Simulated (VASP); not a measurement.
# Os: single point with LDA

Os, a slab with vacuum:

```
Os
1.0
     2.71479    0.00000    0.00000
     0.00000    4.29266    0.00000
     0.00000    0.00000   21.48580
Os
6
Direct
  0.75000 0.75000 0.37881
  0.25000 0.25000 0.40799
  0.25000 0.75000 0.48336
  0.75000 0.25000 0.51664
  0.75000 0.75000 0.59201
  0.25000 0.25000 0.62119
```

```
Program             : VASP 6.6.1
Task                : single point
Functional          : LDA
Potentials or basis : VASP PAW LDA potentials, release 64 (Os)
Cutoff              : 520 eV
k mesh              : 13 × 9 × 1
Occupations         : fermi-dirac, width 0.05 eV
Spin                : no spin polarisation
```

| Quantity | Value |
| --- | --- |
| Largest force | 0.066 eV/Å |
| Band gap on the k mesh | zero (bands 24 and 25 overlap by 1.49 eV) |

Forces on the atoms (eV/Å):
```
Os   0.000  0.000 -0.028
Os   0.000  0.000 -0.066
Os   0.000  0.000 -0.021
Os   0.000  0.000  0.021
Os   0.000  0.000  0.066
Os   0.000  0.000  0.028
```

Levels at points of the mesh, in eV from the Fermi level:
| k point | band 23 | band 24 | band 25 | band 26 | band 27 | band 28 |
| --- | --- | --- | --- | --- | --- | --- |
| (0.00, 0.00, 0.00) | -1.01 | -0.76 | -0.73 | -0.50 | -0.21 | 0.27 |

Wall time 9.9 min on 1 thread of Intel Xeon 8259CL (shared host), peak memory 0.39 GiB.

Caveat: spin-orbit coupling is left out, which moves the levels of the heavy elements.
